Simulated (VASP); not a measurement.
Wanted: the native input for a VASP 6.6.1 run.

```yaml
Task: single point
Functional: LDA
Potentials_or_basis: VASP PAW LDA potentials, release 64 (Co)
Cutoff: 520 eV
k_mesh: 12 × 12 × 7
Occupations: fermi-dirac, width 0.05 eV
Spin: collinear spin, ferromagnetic start
Starting_moments: "[2.0, 2.0] μB"
Dipole_correction: no
Further_INCAR_settings: ALGO = Normal; EDIFF = 1e-06; NBANDS = 20
```

The structure of Co lies in POSCAR:

```
Co
1.0
    2.5204827983      0.0000000000      0.0000000000
   -1.2602413992      2.1828021331      0.0000000000
    0.0000000000      0.0000000000      4.1000100648
Co
2
Direct
    0.6666666667      0.3333333333      0.7500000000
    0.3333333333      0.6666666667      0.2500000000
```

This cell differs from its parent crystal: volume scaled by 1.06.

The input as run:

INCAR

```
PREC = Accurate
ENCUT = 520
EDIFF = 1E-6
ISMEAR = -1
SIGMA = 0.05
LREAL = False
LASPH = True
NELM = 150
ALGO = Normal
ISIF = 2
LWAVE = False
LCHARG = True
ISPIN = 2
MAGMOM = 2 2
LORBIT = 11
LMAXMIX = 4
LELF = True
LVHAR = True
NBANDS = 20
```

KPOINTS

```
Automatic mesh
0
Gamma
  12 12 7
```

Potentials or basis: VASP PAW LDA potentials, release 64 (Co).

Launch:

```console
$ cat potpaw_LDA.64/Co/POTCAR > POTCAR
$ mpirun -np 1 vasp_std > vasp.out
```

It gave:

```yaml
Pressure: -24.9 GPa
Net_moment: 3.16 μB per cell
Site_moments: Co +1.59 μB
Valence_electrons_inside_the_program's_atomic_spheres: Co 8.21
```

It took 34 s on 1 thread of Intel(R) Xeon(R) Platinum 8559C (Emerald Rapids) (shared host), peak memory 0.16 GiB.
